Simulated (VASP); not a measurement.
**CaC2: vibrations by perturbation theory with LDA**

CaC2:

```
CELL_PARAMETERS angstrom
1.76712 1.02025 3.58704
-1.76712 1.02025 3.58704
0.00000 -2.04050 3.58704
ATOMIC_POSITIONS crystal
Ca 0.00000 0.00000 0.00000
C 0.55717 0.55717 0.55717
C 0.44283 0.44283 0.44283
```

- Program: VASP 6.6.1
- Task: vibrations by perturbation theory
- Functional: LDA
- Potentials or basis: VASP PAW LDA potentials, release 64 (Ca_sv, C)
- Cutoff: 520 eV
- k mesh: 9 × 9 × 9
- Occupations: gaussian, width 0.01 eV
- Spin: no spin polarisation
- Dipole correction: no
- Further INCAR settings: ALGO = Normal; EDIFF = 1e-08; NBANDS = 16; IBRION = 8; NSW = 1

```
Electronic dielectric tensor (diagonal) : 4.19, 4.19, 5.60
Born charges (mean of the diagonal)     : Ca +2.32; C -1.16 e
Highest phonon frequency at Γ           : 2024 cm⁻¹
```

Phonon frequencies in cm⁻¹ (negative: imaginary):
```tsv
q point	frequencies
(0.000, 0.000, 0.000)	0 0 0 326 357 357 433 433 2024
```

Electronic dielectric tensor:
```
4.19 0.00 0.00
0.00 4.19 0.00
0.00 0.00 5.60
```

Born effective charge tensors (e):
atom 1, Ca
```
2.32 0.00 0.00
0.00 2.32 0.00
0.00 0.00 2.34
```
atom 2, C
```
-1.16  0.00  0.00
 0.00 -1.16  0.00
 0.00  0.00 -1.17
```
atom 3, C
```
-1.16  0.00  0.00
 0.00 -1.16  0.00
 0.00  0.00 -1.17
```

Wall time 27 min on 1 thread of Intel Xeon 8259CL, on a shared host, peak memory 0.61 GiB.

Caveat: the cell stands under pressure or tension, which shifts response properties.
